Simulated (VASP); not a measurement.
# Fe (Fm-3m) in VASP: single point with PBE

Aim: the single point of Fe with PBE.

Program: VASP 6.6.1. These are calculated values, not measurements. Logs are shortened: lines on timing, memory, paths and dates and some standing lists are left out, and cuts for length are marked.

**1. The cell of the first run**

It takes space group Fm-3m (No. 225, cubic). The conventional cell has a = 3.639 Å, b = 3.639 Å, c = 3.639 Å, α = 90.00°, β = 90.00°, γ = 90.00°. Fe (site symmetry m-3m) has 12 Fe at 2.57 Å within 3.4 Å.

This isn't the form of Fe at room conditions, which is bcc.

**2. Single point, PBE, collinear spin, ferromagnetic start**

Input file INCAR:

```
  ALGO = Normal
  EDIFF = 1E-6
  ENCUT = 520
  GGA = PE
  ISIF = 2
  ISMEAR = -1
  ISPIN = 2
  ISYM = 0
  LASPH = True
  LCHARG = False
  LMAXMIX = 4
  LORBIT = 11
  LREAL = False
  LWAVE = False
  MAGMOM = 4 4
  NBANDS = 19
  NELM = 150
  PREC = Accurate
  SIGMA = 0.1
```

Input file KPOINTS:

```
k-points
0
Gamma
  6 11 11
```

Input file POSCAR:

```
Fe
1.0
    0.0000000000      3.6390000000      3.6390000000
    1.8195000000      0.0000000000      1.8195000000
    1.8195000000      1.8195000000      0.0000000000
Fe
2
Direct
    0.0000000000      0.0000000000      0.0000000000
    0.5000000000      0.0000000000      0.0000000000
```

Potentials or basis: VASP PAW PBE potentials, release 64 (Fe).

The run is started by

```console
$ cat potpaw_PBE.64/Fe/POTCAR > POTCAR
$ mpirun -np 1 vasp_std > vasp.out
```

OUTCAR:

```text
EDIFF = 1E-6
   ENCUT = 520
   GGA = PE
   ISIF = 2
   ISMEAR = -1
   ISPIN = 2
   ISYM = 0
   LASPH = True
   LORBIT = 11
   LREAL = False
   NELM = 150
   PREC = Accurate

 ion  position               nearest neighbor table
   1  0.000  0.000  0.000-   2 2.57   2 2.57   2 2.57   2 2.57   2 2.57   2 2.57
   2  0.500  0.000  0.000-   1 2.57   1 2.57   1 2.57   1 2.57   1 2.57   1 2.57

IMPORTANT INFORMATION: All symmetrisations will be switched off!
NOSYMM: (Re-)initialisation of all symmetry stuff for point group C_1.

----------------------------------------------------------------------------------------

                                     Primitive cell

  volume of cell :      24.0944

  direct lattice vectors                    reciprocal lattice vectors
     0.000000000  3.639000000  3.639000000    -0.137400385  0.137400385  0.137400385
     1.819500000  0.000000000  1.819500000     0.274800769 -0.274800769  0.274800769
     1.819500000  1.819500000  0.000000000     0.274800769  0.274800769 -0.274800769

  length of vectors
     5.146323153  2.573161577  2.573161577     0.237984447  0.475968895  0.475968895

  position of ions in fractional coordinates (direct lattice)
     0.000000000  0.000000000  0.000000000
     0.500000000  0.000000000  0.000000000

  ion indices of the primitive-cell ions
   primitive index   ion index
                 1           1
                 2           2

----------------------------------------------------------------------------------------

 KPOINTS: k-points

Automatic generation of k-mesh.
 Grid dimensions read from file:
 generate k-points for:    6   11   11

 Generating k-lattice:

  Cartesian coordinates                     Fractional coordinates (reciprocal lattice)
    -0.022900064  0.022900064  0.022900064     0.166666667  0.000000000  0.000000000
     0.024981888 -0.024981888  0.024981888     0.000000000  0.090909091  0.000000000
     0.024981888  0.024981888 -0.024981888     0.000000000  0.000000000  0.090909091

  Length of vectors
     0.039664075  0.043269900  0.043269900

  Shift w.r.t. Gamma in fractional coordinates (k-lattice)
     0.000000000  0.000000000  0.000000000

 -----------------------------------------------------------------------------
|                                                                             |
|           W    W    AA    RRRRR   N    N  II  N    N   GGGG   !!!           |
|           W    W   A  A   R    R  NN   N  II  NN   N  G    G  !!!           |
|           W    W  A    A  R    R  N N  N  II  N N  N  G       !!!           |
|           W WW W  AAAAAA  RRRRR   N  N N  II  N  N N  G  GGG   !            |
|           WW  WW  A    A  R   R   N   NN  II  N   NN  G    G                |
|           W    W  A    A  R    R  N    N  II  N    N   GGGG   !!!           |
|                                                                             |
|     Your reciprocal lattice and k-lattice belong to different lattice       |
[... 86 lines left out ...]
   LORBIT       =     11    0 simple, 1 ext, 2 COOP (PROOUT), +10 PAW based schemes
   GGA     = PE    functional components
   LHFCALC =     F    Hartree Fock is set to
   AEXX    =    0.0000 exact exchange contribution
   IVDW    =     0    specifies the selected vdW correction
   LEPSILON=     F    determine dielectric tensor
   LRPA    =     F    only Hartree local field effects (RPA)
 spin polarized calculation
  energy-cutoff  :      520.00
  volume of cell :       24.09
 maximum number of plane-waves:       663
 NGX is ok and might be reduce to    40
   NGX = 19   NGY =  9   NGZ =  9

 number of electron      16.0000014 magnetization       5.0862447

 Free energy of the ion-electron system (eV)
  ---------------------------------------------------
  ext. energy  EPLUGINS =         0.00000000
  ---------------------------------------------------
  free energy    TOTEN  =       -16.21282796 eV

  energy without entropy =      -16.13182084  energy(sigma->0) =      -16.17232440

 E-fermi :   5.4584     XC(G=0): -12.7745

 val. band max:        5.4569482214   @ k =  -0.1667   0.2727   0.2727
 cond. band min:       5.4663482044   @ k =  -0.3333   0.1818   0.0000
 fundamental gap:      0.0093999831
 Fermi energy:         5.4584294724

 spin component 1

 k-point     1 :       0.0000    0.0000    0.0000
  band No.  band energies     occupation
      1      -2.8879      1.00000
      2       0.6273      1.00000
      3       2.8844      1.00000
      4       2.8845      1.00000
      5       3.0504      1.00000
      6       3.0511      1.00000
[... 517 lines left out ...]
     18      25.8293      0.00000
     19      26.6583      0.00000

 [... further k-points ...]

 spin component 2

 k-point     1 :       0.0000    0.0000    0.0000
  band No.  band energies     occupation
      1      -2.6540      1.00000
      2       2.0123      1.00000
      3       5.3641      0.71972
      4       5.3650      0.71802
      5       5.3651      0.71772
      6       5.3962      0.65085
[... 517 lines left out ...]
     18      26.4027      0.00000
     19      27.3950      0.00000

 [... further k-points ...]
[... 5 lines left out ...]
  --------------------------------------------------------------------------------------
  -------------------------------------------------------------------------------------
  Total       -0.1973112     -0.2000527     -0.1996263      0.0060448      0.0071203      0.0060428
  in kB      -13.1203740    -13.3026692    -13.2743191      0.4019556      0.4734681      0.4018235
  external PRESSURE =     -13.2324541 kB  Pullay stress =       0.0000000 kB

 VOLUME and BASIS-vectors are now :
 -----------------------------------------------------------------------------
  energy-cutoff  :      520.00
  volume of cell :       24.09
      direct lattice vectors                 reciprocal lattice vectors
     0.000000000  3.639000000  3.639000000    -0.137400385  0.137400385  0.137400385
     1.819500000  0.000000000  1.819500000     0.274800769 -0.274800769  0.274800769
     1.819500000  1.819500000  0.000000000     0.274800769  0.274800769 -0.274800769

 POSITION                                       TOTAL-FORCE (eV/Angst)
 -----------------------------------------------------------------------------------
      0.00000      0.00000      0.00000        -0.000001      0.000001     -0.000000
      0.00000      1.81950      1.81950         0.000001     -0.000001      0.000000
 -----------------------------------------------------------------------------------
    total drift:                                0.000000      0.000001      0.000001

  FREE ENERGIE OF THE ION-ELECTRON SYSTEM (eV)
  ---------------------------------------------------
  free  energy   TOTEN  =       -16.2128279594 eV

  energy  without entropy=      -16.1318208363  energy(sigma->0) =      -16.17232440

 total charge

# of ion       s       p       d       tot
------------------------------------------
    1        0.471   0.497   6.186   7.154
    2        0.471   0.497   6.186   7.154
--------------------------------------------------
tot          0.942   0.993  12.371  14.307

 magnetization (x)

# of ion       s       p       d       tot
------------------------------------------
    1       -0.017  -0.050   2.608   2.541
    2       -0.017  -0.050   2.608   2.541
--------------------------------------------------
tot         -0.034  -0.099   5.216   5.083
```

Wall time 3.7 min (1 thread of Intel Xeon Platinum 8259CL at 2.50GHz (Skylake/Cascade Lake), shared host); peak memory 0.33 GiB.

Results:

| Quantity | Value |
| --- | --- |
| Free energy | -16.2128 eV |
| Pressure | -1.3 GPa |
| Net moment | 5.09 μB per cell |
| Site moments | Fe +2.54 μB |
| Valence electrons inside the program's atomic spheres | Fe 7.15 |

Levels at points of the mesh, in eV from the Fermi level:
Spin up:
```csv
k point,band 6,band 7,band 8,band 9,band 10,band 11,band 12,band 13,band 14,band 15
"(0.00, 0.00, 0.00)",-2.41,-2.41,-1.44,-1.44,-0.52,-0.51,-0.14,5.99,20.41,21.77
"(0.50, 0.00, 0.00)",-2.26,-2.26,-2.26,-1.27,-1.27,-1.26,-1.26,13.93,13.93,21.96
```
Spin down:
| k point | band 1 | band 2 | band 3 | band 4 | band 5 | band 6 | band 7 | band 8 | band 9 | band 10 |
| --- | --- | --- | --- | --- | --- | --- | --- | --- | --- | --- |
| (0.00, 0.00, 0.00) | -8.11 | -3.45 | -0.09 | -0.09 | -0.09 | -0.06 | -0.06 | 0.00 | 1.50 | 1.51 |
| (0.50, 0.00, 0.00) | -5.95 | -5.95 | -0.75 | -0.75 | 0.20 | 0.20 | 0.20 | 0.20 | 1.54 | 1.54 |
